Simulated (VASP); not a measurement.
# Ba3Al (L12 type) (Pm-3m) in VASP: single point with PBEsol

Aim: the single point of Ba3Al (L12 type) with PBEsol.

Everything below comes from runs of VASP 6.6.1. Logs are shortened: lines on timing, memory, paths and dates and some standing lists are left out, and cuts for length are marked.

## Step 1: The cell of the first run

It takes space group Pm-3m (No. 221, cubic). Conventional cell: a = 5.444 Å, b = 5.444 Å, c = 5.444 Å, α = 90.00°, β = 90.00°, γ = 90.00°. Al (site symmetry m-3m) has 12 Ba at 3.85 Å within 5.1 Å. Within 5.1 Å of Ba (site symmetry 4/mmm) lie 4 Al at 3.85 Å and 8 Ba at 3.85 Å.

## Step 2: Single point, PBEsol

File INCAR:

```
SYSTEM = Ba3Al
PREC = Accurate
ENCUT = 500
EDIFF = 1E-6
ISMEAR = -1
SIGMA = 0.05
LREAL = .FALSE.
LASPH = .TRUE.
NELM = 120
ALGO = Normal
ISIF = 2
LWAVE = .FALSE.
LCHARG = .FALSE.
GGA = PS
NBANDS = 24
GGA_COMPAT = .FALSE.
```

File KPOINTS:

```
regular mesh
0
G
  7 7 7
  0 0 0
```

File POSCAR:

```
Ba3Al
1.0
    5.4435703500      0.0000000000      0.0000000000
    0.0000000000      5.4435703500      0.0000000000
    0.0000000000      0.0000000000      5.4435703500
Al Ba
1 3
Direct
    0.0000000000      0.0000000000      0.0000000000
    0.0000000000      0.5000000000      0.5000000000
    0.5000000000      0.0000000000      0.5000000000
    0.5000000000      0.5000000000      0.0000000000
```

Potentials or basis: VASP PAW PBE potentials, release 64 (Al, Ba_sv).

Started as:

```
$ cat potpaw_PBE.64/Al/POTCAR potpaw_PBE.64/Ba_sv/POTCAR > POTCAR
$ mpirun -np 1 vasp_std > vasp.out
```

OUTCAR:

```text
SYSTEM = Ba3Al
   PREC = Accurate
   ENCUT = 500
   EDIFF = 1E-6
   ISMEAR = -1
   LREAL = .FALSE.
   LASPH = .TRUE.
   NELM = 120
   ISIF = 2
   GGA = PS

 ion  position               nearest neighbor table
   1  0.000  0.000  0.000-   2 3.85   3 3.85   4 3.85   2 3.85   3 3.85   2 3.85   4 3.85   2 3.85
                             3 3.85   4 3.85   3 3.85   4 3.85
   2  0.000  0.500  0.500-   1 3.85   3 3.85   4 3.85   1 3.85   4 3.85   1 3.85   3 3.85   1 3.85
                             3 3.85   4 3.85   4 3.85   3 3.85
   3  0.500  0.000  0.500-   1 3.85   2 3.85   4 3.85   1 3.85   4 3.85   2 3.85   4 3.85   4 3.85
                             1 3.85   2 3.85   1 3.85   2 3.85
   4  0.500  0.500  0.000-   1 3.85   2 3.85   3 3.85   2 3.85   3 3.85   1 3.85   3 3.85   3 3.85
                             1 3.85   2 3.85   2 3.85   1 3.85

  LATTYP: Found a simple cubic cell.
 ALAT       =     5.4435703500

  Lattice vectors:

 A1 = (   5.4435703500,   0.0000000000,   0.0000000000)
 A2 = (   0.0000000000,   5.4435703500,   0.0000000000)
 A3 = (   0.0000000000,   0.0000000000,   5.4435703500)

Analysis of symmetry for initial positions (statically):
=====================================================================
 Subroutine PRICEL returns:
 Original cell was already a primitive cell.

 Routine SETGRP: Setting up the symmetry group for a
 simple cubic supercell.

 Subroutine GETGRP returns: Found 48 space group operations
 (whereof 48 operations were pure point group operations)
 out of a pool of 48 trial point group operations.

The static configuration has the point symmetry O_h .

Analysis of symmetry for dynamics (positions and initial velocities):
=====================================================================
 Subroutine PRICEL returns:
 Original cell was already a primitive cell.

 Routine SETGRP: Setting up the symmetry group for a
 simple cubic supercell.

 Subroutine GETGRP returns: Found 48 space group operations
 (whereof 48 operations were pure point group operations)
 out of a pool of 48 trial point group operations.

The dynamic configuration has the point symmetry O_h .

 Subroutine INISYM returns: Found 48 space group operations
 (whereof 48 operations are pure point group operations),
 and found     1 'primitive' translations

----------------------------------------------------------------------------------------

                                     Primitive cell

  volume of cell :     161.3064

  direct lattice vectors                    reciprocal lattice vectors
     5.443570350  0.000000000  0.000000000     0.183702963  0.000000000  0.000000000
     0.000000000  5.443570350  0.000000000     0.000000000  0.183702963  0.000000000
     0.000000000  0.000000000  5.443570350     0.000000000  0.000000000  0.183702963

  length of vectors
     5.443570350  5.443570350  5.443570350     0.183702963  0.183702963  0.183702963

  position of ions in fractional coordinates (direct lattice)
     0.000000000  0.000000000  0.000000000
     0.000000000  0.500000000  0.500000000
     0.500000000  0.000000000  0.500000000
     0.500000000  0.500000000  0.000000000

  ion indices of the primitive-cell ions
   primitive index   ion index
                 1           1
                 2           2
                 3           3
                 4           4

----------------------------------------------------------------------------------------

 KPOINTS: regular mesh

Automatic generation of k-mesh.
 Grid dimensions read from file:
 generate k-points for:    7    7    7

 Generating k-lattice:

  Cartesian coordinates                     Fractional coordinates (reciprocal lattice)
     0.026243280  0.000000000  0.000000000     0.142857143  0.000000000  0.000000000
     0.000000000  0.026243280  0.000000000     0.000000000  0.142857143  0.000000000
     0.000000000  0.000000000  0.026243280     0.000000000  0.000000000  0.142857143

  Length of vectors
     0.026243280  0.026243280  0.026243280

  Shift w.r.t. Gamma in fractional coordinates (k-lattice)
     0.000000000  0.000000000  0.000000000

 Subroutine IBZKPT returns following result:
 ===========================================

 Found     20 irreducible k-points:

 Following reciprocal coordinates:
            Coordinates               Weight
  0.000000  0.000000  0.000000      1.000000
  0.142857  0.000000  0.000000      6.000000
  0.285714  0.000000  0.000000      6.000000
  0.428571  0.000000  0.000000      6.000000
  0.142857  0.142857  0.000000     12.000000
  0.285714  0.142857  0.000000     24.000000
[... 12 lines left out ...]
  0.428571  0.428571  0.285714     24.000000
  0.428571  0.428571  0.428571      8.000000
   k-points           NKPTS =     20   k-points in BZ     NKDIM =     20   number of bands    NBANDS=     24
   number of dos      NEDOS =    301   number of ions     NIONS =      4
   total plane-waves  NPLWV =  64000
   dimension x,y,z NGX =    40 NGY =   40 NGZ =   40
   dimension x,y,z NGXF=    80 NGYF=   80 NGZF=   80
   ions per type =               1   3
   NGX,Y,Z   is equivalent  to a cutoff of  12.22, 12.22, 12.22 a.u.
   NGXF,Y,Z  is equivalent  to a cutoff of  24.43, 24.43, 24.43 a.u.
 SYSTEM =  Ba3Al
   PREC   = accura    normal or accurate (medium, high low for compatibility)
   ISTART =      0    job   : 0-new  1-cont  2-samecut
   ICHARG =      2    charge: 1-file 2-atom 10-const
   ISPIN  =      1    spin polarized calculation?
   LNONCOLLINEAR =      F non collinear calculations
   LSORBIT =      F    spin-orbit coupling
   LASPH  =      T    aspherical Exc in radial PAW
   ENCUT  =  500.0 eV  36.75 Ry    6.06 a.u.   9.92  9.92  9.92*2*pi/ulx,y,z
   NELM   =    120;   NELMIN=  2; NELMDL= -5     # of ELM steps
   EDIFF  = 0.1E-05   stopping-criterion for ELM
   LREAL  =      F    real-space projection
   EDIFFG = 0.1E-04   stopping-criterion for IOM
   NSW    =      0    number of steps for IOM
   IBRION =     -1    ionic relax: 0-MD 1-quasi-New 2-CG
   NFREE  =      0    steps in history (QN), initial steepest desc. (CG)
   ISIF   =      2    stress and relaxation
   ISYM   =      2    0-nonsym 1-usesym 2-fastsym
   POTIM  = 0.5000    time-step for ionic-motion
   TEBEG  =    0.0;   TEEND  =   0.0 temperature during run
   PSTRESS=    0.0 pullay stress
   NELECT =      33.0000    total number of electrons
   NUPDOWN=      -1.0000    fix difference up-down
   EMIN   =  10.00;   EMAX   =-10.00  energy-range for DOS
   EFERMI =   0.00;   METHOD = LEGACY
   ISMEAR =    -1;   SIGMA  =   0.05  broadening in eV -4-tet -1-fermi 0-gaus
   EFERMI_NEDOS =   21; number of points for ismear=-14 and -15
   IALGO  =     38    algorithm
   IMIX   =      4    mixing-type and parameters
     AMIX     =   0.40;   BMIX     =  1.00
     AMIX_MAG =   1.60;   BMIX_MAG =  1.00
  volume/ion in A,a.u.               =      40.33       272.14
  Fermi-wavevector in a.u.,A,eV,Ry     =   0.964633  1.822893 12.660461  0.930518
  Thomas-Fermi vector in A             =   2.094281
   LORBIT       =      0    0 simple, 1 ext, 2 COOP (PROOUT), +10 PAW based schemes
   GGA     = PS    functional components
   LHFCALC =     F    Hartree Fock is set to
   AEXX    =    0.0000 exact exchange contribution
   IVDW    =     0    specifies the selected vdW correction
   LEPSILON=     F    determine dielectric tensor
   LRPA    =     F    only Hartree local field effects (RPA)
 non-spin polarized calculation
  energy-cutoff  :      500.00
  volume of cell :      161.31
 maximum number of plane-waves:      4111
 NGX is ok and might be reduce to    40
   NGX = 19   NGY = 19   NGZ = 19

 number of electron      33.0000001 magnetization

 Free energy of the ion-electron system (eV)
  ---------------------------------------------------
  ext. energy  EPLUGINS =         0.00000000
  ---------------------------------------------------
  free energy    TOTEN  =       -10.33283528 eV

  energy without entropy =      -10.28314037  energy(sigma->0) =      -10.30798783

 E-fermi :   2.7732     XC(G=0):  -8.6703

 val. band max:        2.7689903131   @ k =   0.2857   0.1429   0.1429
 cond. band min:       2.7752478439   @ k =   0.1429   0.0000   0.0000
 fundamental gap:      0.0062575308
 Fermi energy:         2.7731507817

 k-point     1 :       0.0000    0.0000    0.0000
  band No.  band energies     occupation
      1     -25.6461      2.00000
      2     -25.4005      2.00000
      3     -25.4005      2.00000
      4     -11.3500      2.00000
      5     -11.3500      2.00000
      6     -11.3500      2.00000
[... 16 lines left out ...]
     23       5.6834      0.00000
     24       6.2373      0.00000

 k-point     2 :       0.1429    0.0000    0.0000
  band No.  band energies     occupation
      1     -25.6356      2.00000
      2     -25.4114      2.00000
      3     -25.4003      2.00000
      4     -11.3217      2.00000
      5     -11.3217      2.00000
      6     -11.3082      2.00000
[... 16 lines left out ...]
     23       5.9765      0.00000
     24       6.1896      0.00000

 k-point     3 :       0.2857    0.0000    0.0000
  band No.  band energies     occupation
      1     -25.6069      2.00000
      2     -25.4409      2.00000
      3     -25.3999      2.00000
      4     -11.2480      2.00000
      5     -11.2480      2.00000
      6     -11.1858      2.00000
[... 16 lines left out ...]
     23       5.4441      0.00000
     24       6.5311      0.00000
[... 406 lines left out ...]
 k-point    19 :       0.4286    0.4286    0.2857
  band No.  band energies     occupation
      1     -25.4997      2.00000
      2     -25.4772      2.00000
      3     -25.4670      2.00000
      4     -11.6666      2.00000
      5     -11.1892      2.00000
      6     -11.0913      2.00000
[... 16 lines left out ...]
     23       5.3921      0.00000
     24       5.9875      0.00000

 k-point    20 :       0.4286    0.4286    0.4286
  band No.  band energies     occupation
      1     -25.4890      2.00000
      2     -25.4767      2.00000
      3     -25.4767      2.00000
      4     -11.7710      2.00000
      5     -11.1888      2.00000
      6     -11.1807      2.00000
[... 16 lines left out ...]
     23       5.1823      0.00000
     24       5.8935      0.00000

------------------------ aborting loop because EDIFF is reached ----------------------------------------

  FORCE on cell =-STRESS in cart. coord.  units (eV):
  Direction    XX          YY          ZZ          XY          YZ          ZX
  --------------------------------------------------------------------------------------
  -------------------------------------------------------------------------------------
  Total        0.2744554      0.2744554      0.2744554     -0.0000000     -0.0000000      0.0000000
  in kB        2.7260309      2.7260309      2.7260309     -0.0000000     -0.0000000      0.0000000
  external PRESSURE =       2.7260309 kB  Pullay stress =       0.0000000 kB

 VOLUME and BASIS-vectors are now :
 -----------------------------------------------------------------------------
  energy-cutoff  :      500.00
  volume of cell :      161.31
      direct lattice vectors                 reciprocal lattice vectors
     5.443570350  0.000000000  0.000000000     0.183702963  0.000000000  0.000000000
     0.000000000  5.443570350  0.000000000     0.000000000  0.183702963  0.000000000
     0.000000000  0.000000000  5.443570350     0.000000000  0.000000000  0.183702963

 POSITION                                       TOTAL-FORCE (eV/Angst)
 -----------------------------------------------------------------------------------
      0.00000      0.00000      0.00000         0.000000      0.000000      0.000000
      0.00000      2.72179      2.72179         0.000000      0.000000      0.000000
      2.72179      0.00000      2.72179         0.000000      0.000000      0.000000
      2.72179      2.72179      0.00000         0.000000      0.000000      0.000000
 -----------------------------------------------------------------------------------
    total drift:                                0.000000     -0.000000     -0.000000

  FREE ENERGIE OF THE ION-ELECTRON SYSTEM (eV)
  ---------------------------------------------------
  free  energy   TOTEN  =       -10.3328352784 eV

  energy  without entropy=      -10.2831403740  energy(sigma->0) =      -10.30798783
```

Wall time 79 s (1 thread of Intel Xeon 8259CL, shared host); peak memory 0.27 GiB.

What came out:

```yaml
Free_energy: -10.3328 eV
Pressure: 0.3 GPa
Band_gap_on_the_k_mesh: zero (an odd number of electrons rules out a gap without spin polarisation)
```

Caveat: the PAW data sets were made with another functional, which shifts forces and pressure a little; spin-orbit coupling is left out, which moves the levels of the heavy elements.
